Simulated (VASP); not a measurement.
# Cr (Fm-3m) in VASP: a series of runs, part 2 of 2

VASP 6.6.1. Earlier steps stand in the parts before.

### Step 4. Single point, RPBE, collinear spin, ferromagnetic start (volume scaled by 1.04)

Input file INCAR:

```
SYSTEM = Cr
PREC = Accurate
ENCUT = 520
EDIFF = 1E-7
ISMEAR = -1
SIGMA = 0.05
LREAL = .False.
LASPH = .True.
NELM = 150
ALGO = Normal
ISIF = 2
LWAVE = .False.
LCHARG = .False.
ISPIN = 2
MAGMOM = 1.5
LORBIT = 11
LMAXMIX = 4
GGA = RP
NBANDS = 16
```

Input file KPOINTS:

```
regular mesh
0
Gamma
  17 17 17
  0 0 0
```

Input file POSCAR:

```
Cr
1.0
    0.0000000000      1.8481601062      1.8481601062
    1.8481601062      0.0000000000      1.8481601062
    1.8481601062      1.8481601062      0.0000000000
Cr
1
Direct
    0.0000000000      0.0000000000      0.0000000000
```

Potentials or basis: VASP PAW PBE potentials, release 64 (Cr_pv).

On the command line:

```sh
> cat potpaw_PBE.64/Cr_pv/POTCAR > POTCAR
> mpirun -np 1 vasp_std > vasp.out
```

OUTCAR:

```text
SYSTEM = Cr
   PREC = Accurate
   ENCUT = 520
   EDIFF = 1E-7
   ISMEAR = -1
   LREAL = .False.
   LASPH = .True.
   NELM = 150
   ISIF = 2
   ISPIN = 2
   LORBIT = 11
   GGA = RP

 ion  position               nearest neighbor table
   1  0.000  0.000  0.000-

  LATTYP: Found a face centered cubic cell.
 ALAT       =     3.6963202124

  Lattice vectors:

 A1 = (   0.0000000000,   1.8481601062,   1.8481601062)
 A2 = (   1.8481601062,   0.0000000000,   1.8481601062)
 A3 = (   1.8481601062,   1.8481601062,   0.0000000000)

Analysis of symmetry for initial positions (statically):
=====================================================================
 Subroutine PRICEL returns:
 Original cell was already a primitive cell.

 Routine SETGRP: Setting up the symmetry group for a
 face centered cubic supercell.

 Subroutine GETGRP returns: Found 48 space group operations
 (whereof 48 operations were pure point group operations)
 out of a pool of 48 trial point group operations.

The static configuration has the point symmetry O_h .

Analysis of symmetry for dynamics (positions and initial velocities):
=====================================================================
 Subroutine PRICEL returns:
 Original cell was already a primitive cell.

 Routine SETGRP: Setting up the symmetry group for a
 face centered cubic supercell.

 Subroutine GETGRP returns: Found 48 space group operations
 (whereof 48 operations were pure point group operations)
 out of a pool of 48 trial point group operations.

The dynamic configuration has the point symmetry O_h .

Analysis of structural, dynamic, and magnetic symmetry:
=====================================================================
 Subroutine PRICEL returns:
 Original cell was already a primitive cell.

 Routine SETGRP: Setting up the symmetry group for a
 face centered cubic supercell.

 Subroutine GETGRP returns: Found 48 space group operations
[... 126 lines left out ...]
   GGA     = RP    functional components
   LHFCALC =     F    Hartree Fock is set to
   AEXX    =    0.0000 exact exchange contribution
   IVDW    =     0    specifies the selected vdW correction
   LEPSILON=     F    determine dielectric tensor
   LRPA    =     F    only Hartree local field effects (RPA)
 spin polarized calculation
  energy-cutoff  :      520.00
  volume of cell :       12.63
 maximum number of plane-waves:       348
   NGX =  9   NGY =  9   NGZ =  9

 number of electron      11.9999989 magnetization       0.0014746

 Free energy of the ion-electron system (eV)
  ---------------------------------------------------
  ext. energy  EPLUGINS =         0.00000000
  ---------------------------------------------------
  free energy    TOTEN  =        -8.59566328 eV

  energy without entropy =       -8.57850511  energy(sigma->0) =       -8.58708419

 E-fermi :   9.6426     XC(G=0): -13.0339

 val. band max:        9.6381103110   @ k =  -0.4706   0.1176   0.0588
 cond. band min:       9.6604618101   @ k =  -0.1176   0.1176   0.0000
 fundamental gap:      0.0223514992
 Fermi energy:         9.6426452529

 spin component 1

 k-point     1 :       0.0000    0.0000    0.0000
  band No.  band energies     occupation
      1     -32.9072      1.00000
      2     -32.9072      1.00000
      3     -32.9072      1.00000
      4       2.3406      1.00000
      5       9.2544      0.99958
      6       9.2544      0.99958
[... 435 lines left out ...]
      5       8.8955      1.00000
      6       9.4898      0.95504
[... 8 lines left out ...]
     15      37.3467      0.00000
     16      39.2225      0.00000

 [... further k-points ...]

 spin component 2

 k-point     1 :       0.0000    0.0000    0.0000
  band No.  band energies     occupation
      1     -32.9058      1.00000
      2     -32.9058      1.00000
      3     -32.9058      1.00000
      4       2.3411      1.00000
      5       9.2558      0.99956
      6       9.2558      0.99956
[... 435 lines left out ...]
      5       8.8968      1.00000
      6       9.4912      0.95387
[... 8 lines left out ...]
     15      37.3472      0.00000
     16      39.2233      0.00000

 [... further k-points ...]
[... 5 lines left out ...]
  --------------------------------------------------------------------------------------
  -------------------------------------------------------------------------------------
  Total       -0.6631061     -0.6631061     -0.6631061      0.0000000      0.0000000      0.0000000
  in kB      -84.1481992    -84.1481992    -84.1481992      0.0000000      0.0000000      0.0000000
  external PRESSURE =     -84.1481992 kB  Pullay stress =       0.0000000 kB

 VOLUME and BASIS-vectors are now :
 -----------------------------------------------------------------------------
  energy-cutoff  :      520.00
  volume of cell :       12.63
      direct lattice vectors                 reciprocal lattice vectors
     0.000000000  1.848160106  1.848160106    -0.270539332  0.270539332  0.270539332
     1.848160106  0.000000000  1.848160106     0.270539332 -0.270539332  0.270539332
     1.848160106  1.848160106  0.000000000     0.270539332  0.270539332 -0.270539332

 POSITION                                       TOTAL-FORCE (eV/Angst)
 -----------------------------------------------------------------------------------
      0.00000      0.00000      0.00000         0.000000     -0.000000      0.000000
 -----------------------------------------------------------------------------------
    total drift:                                0.000000     -0.000000     -0.000000

  FREE ENERGIE OF THE ION-ELECTRON SYSTEM (eV)
  ---------------------------------------------------
  free  energy   TOTEN  =        -8.5956632761 eV

  energy  without entropy=       -8.5785051085  energy(sigma->0) =       -8.58708419

 total charge

# of ion       s       p       d       tot
------------------------------------------
    1        0.433   6.340   4.124  10.897

 magnetization (x)

# of ion       s       p       d       tot
------------------------------------------
    1       -0.000   0.000   0.001   0.001
```

Run time: 3.1 min. Hardware: 1 thread of Intel Xeon Platinum 8259CL at 2.50GHz (Skylake/Cascade Lake), shared host; peak memory 0.17 GiB.

Results:

- Free energy: -8.5957 eV
- Pressure: -8.4 GPa
- Band gap on the k mesh: zero (filled and empty bands overlap)
- Net moment: 0.00 μB per cell
- Valence electrons inside the program's atomic spheres: Cr 10.90

Caveat: the starting moments collapsed, and a magnetic state may lie lower; the PAW data sets were made with another functional, which shifts forces and pressure a little.

### Step 5. Single point, RPBE, collinear spin, ferromagnetic start (volume scaled by 1.08)

Input file INCAR:

```
  PREC = Accurate
  ENCUT = 520
  EDIFF = 1E-6
  ISMEAR = -1
  SIGMA = 0.05
  LREAL = False
  LASPH = True
  NELM = 150
  ALGO = Normal
  ISIF = 2
  LWAVE = False
  LCHARG = True
  ISPIN = 2
  MAGMOM = 1.5
  LORBIT = 11
  LMAXMIX = 4
  GGA = RP
  LELF = True
  LVHAR = True
  NBANDS = 16
```

Input file KPOINTS:

```
regular mesh
0
Gamma
  17 17 17
```

Input file POSCAR:

```
Cr
1.0
    0.0000000000      1.8715570217      1.8715570217
    1.8715570217      0.0000000000      1.8715570217
    1.8715570217      1.8715570217      0.0000000000
Cr
1
Direct
    0.0000000000      0.0000000000      0.0000000000
```

On the command line:

```sh
> cat potpaw_PBE.64/Cr_pv/POTCAR > POTCAR
> mpirun -np 1 vasp_std > vasp.out
```

Run time: 1.9 min. Hardware: 1 thread of Intel Xeon Platinum 8259CL at 2.50GHz (Skylake/Cascade Lake), shared host; peak memory 0.17 GiB.

Results (log left out):

```
Free energy                                           : -8.5602 eV
Pressure                                              : -14.9 GPa
Band gap on the k mesh                                : zero (filled and empty bands overlap)
Net moment                                            : 0.01 μB per cell
Valence electrons inside the program's atomic spheres : Cr 10.83
```

Levels at points of the mesh, in eV from the Fermi level:
Spin up:
```csv
k point,band 2,band 3,band 4,band 5,band 6,band 7,band 8,band 9,band 10,band 11
"(0.00, 0.00, 0.00)",-42.61,-42.61,-7.17,-0.37,-0.37,-0.37,1.17,1.17,7.47,19.13
```
Spin down:
```tsv
k point	band 4	band 5	band 6	band 7	band 8	band 9
(0.00, 0.00, 0.00)	-7.16	-0.36	-0.36	-0.36	1.17	1.17
```

Caveat: the starting moments collapsed, and a magnetic state may lie lower; the PAW data sets were made with another functional, which shifts forces and pressure a little.

### Step 6. Single point, RPBE, collinear spin, ferromagnetic start (volume scaled by 1.12)

Input file INCAR:

```
SYSTEM = Cr
PREC     = Accurate       ! precision mode
ENCUT    = 520            ! plane-wave cutoff, eV
EDIFF    = 1E-6           ! SCF threshold, eV
ISMEAR   = -1             ! smearing method
SIGMA    = 0.05           ! smearing width, eV
LREAL    = .False.        ! projectors in reciprocal space
LASPH    = .True.         ! aspherical terms in the spheres
NELM     = 150            ! most SCF steps
ALGO     = Normal         ! electronic algorithm
ISIF     = 2              ! what is computed and relaxed
LWAVE    = .False.        ! write WAVECAR
LCHARG   = .False.        ! write CHGCAR
ISPIN    = 2              ! spin polarisation
MAGMOM   = 1.5            ! initial moments
LORBIT   = 11             ! projections on sites
LMAXMIX  = 4              ! l up to which the mixer works
GGA      = RP             ! functional
NBANDS   = 16             ! bands
```

Input file KPOINTS:

```
Automatic mesh
0
Gamma
  17 17 17
  0 0 0
```

Input file POSCAR:

```
Cr
1.0
    0.0000000000      1.8943831374      1.8943831374
    1.8943831374      0.0000000000      1.8943831374
    1.8943831374      1.8943831374      0.0000000000
Cr
1
Direct
    0.0000000000      0.0000000000      0.0000000000
```

Potentials or basis: VASP PAW PBE potentials, release 64 (Cr_pv).

On the command line:

```sh
> cat potpaw_PBE.64/Cr_pv/POTCAR > POTCAR
> mpirun -np 1 vasp_std > vasp.out
```

Run time: 2 min. Hardware: 1 thread of Intel Xeon Platinum 8259CL at 2.50GHz (Skylake/Cascade Lake), shared host; peak memory 0.17 GiB.

The run converged. Its results:

| Property | Result |
| --- | --- |
| Free energy | -8.5070 eV |
| Pressure | -20.2 GPa |
| Band gap on the k mesh | zero (filled and empty bands overlap) |
| Net moment | 0.00 μB per cell |
| Valence electrons inside the program's atomic spheres | Cr 10.77 |

Levels at points of the mesh, in eV from the Fermi level:
Spin up:
| k point | band 2 | band 3 | band 4 | band 5 | band 6 | band 7 | band 8 | band 9 | band 10 | band 11 |
| --- | --- | --- | --- | --- | --- | --- | --- | --- | --- | --- |
| (0.00, 0.00, 0.00) | -42.66 | -42.66 | -7.03 | -0.34 | -0.34 | -0.34 | 1.11 | 1.11 | 7.45 | 18.89 |
Spin down:
```tsv
k point	band 2	band 3	band 4	band 5	band 6	band 7	band 8	band 9	band 10	band 11
(0.00, 0.00, 0.00)	-42.66	-42.66	-7.03	-0.35	-0.35	-0.35	1.11	1.11	7.45	18.89
```

Caveat: the starting moments collapsed, and a magnetic state may lie lower; the PAW data sets were made with another functional, which shifts forces and pressure a little.
